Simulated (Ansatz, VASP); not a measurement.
One calculation of Mo, two programs

```xyz
1
Lattice="-1.5814 1.5814 1.5814 1.5814 -1.5814 1.5814 1.5814 1.5814 -1.5814" Properties=species:S:1:pos:R:3 pbc="T T T"
Mo    0.0000    0.0000    0.0000
```

Alike in both runs: task single point; functional PBE; k mesh 14 × 14 × 14; occupations methfessel-paxton of order 1, width 0.03 eV; no spin polarisation.

|  | VASP | Ansatz |
| --- | --- | --- |
| version | VASP 6.6.1 | Ansatz 0.2.0 |
| potentials or method | VASP PAW PBE potentials, release 64 (Mo_sv), cutoff 520 eV | plane waves (420 eV) with PAW, scalar-relativistic |
| valence electrons in the cell | 14 | 14 |

|  | VASP | Ansatz | Ansatz less VASP |
| --- | --- | --- | --- |
| pressure (GPa) | 0.7 | 0.2 | -0.52 |

The functional is the same, so the differences come from potentials, cutoffs and numerics.
